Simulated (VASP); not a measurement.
A run of VASP 6.6.1 is set up as follows.

Contents of INCAR:

```
SYSTEM = Ge
PREC = Accurate ; ENCUT = 520
EDIFF = 1E-7 ; ISMEAR = -1
SIGMA = 0.25 ; LREAL = .False.
LASPH = .True. ; NELM = 60
ALGO = Normal ; ISIF = 2
LWAVE = .False. ; LCHARG = .False.
GGA = PS ; NBANDS = 21
```

The input KPOINTS:

```
Automatic mesh
0
Gamma
  10 10 10
  0 0 0
```

The input POSCAR:

```
Ge
1.0
   -2.5745000000      2.5745000000      1.3974000000
    2.5745000000     -2.5745000000      1.3974000000
    2.5745000000      2.5745000000     -1.3974000000
Ge
2
Direct
    0.2500000000      0.7500000000      0.5000000000
    0.5000000000      0.5000000000      0.0000000000
```

Potentials or basis: VASP PAW PBE potentials, release 64 (Ge_d).

The run is started by

```bash
$ cat potpaw_PBE.64/Ge_d/POTCAR > POTCAR
$ mpirun -np 1 vasp_std > vasp.out
```

What does it give for the band gap on the k mesh?

Zero (bands 14 and 15 overlap by 4.71 eV).

Predict the pressure.

-0.3 GPa.

Caveat: the PAW data sets were made with another functional, which shifts forces and pressure a little.
